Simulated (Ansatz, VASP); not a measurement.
One calculation of InO, two programs

```xyz
4
Lattice="3.3673 0.0000 0.0000 -1.6836 2.9161 0.0000 0.0000 0.0000 15.4802" Properties=species:S:1:pos:R:3 pbc="T T T"
In    1.6836    0.9720    9.1336
In    1.6836    0.9720    6.3465
O     0.0000    0.0000    9.9053
O     0.0000    0.0000    5.5749
```

Change from the starting cell: strain -0.025 along x and y, -0.025 along z, atoms carried along.

Alike in both runs: task single point; functional PBE; k mesh 12 × 12 × 2; occupations gaussian, width 0.03 eV; no spin polarisation.

|  | VASP | Ansatz |
| --- | --- | --- |
| version | VASP 6.6.1 | Ansatz 0.2.0 |
| potentials or method | VASP PAW PBE potentials, release 64 (In_d, O), cutoff 520 eV | scalar-relativistic, plane waves, PAW |
| valence electrons in the cell | 38 | 38 |

VASP gave:

* gap on the k mesh at the Fermi level (eV): 0.44
* least direct gap on the mesh (eV): 1.34
* rms of the force components (eV/Å): 0.307

Task: What did Ansatz give for the same quantities?

Result: gap on the k mesh at the Fermi level (eV): 0.45; least direct gap on the mesh (eV): 1.35; rms of the force components (eV/Å): 0.285.

Atom by atom the forces differ by 0.023 eV/Å (rms over components).
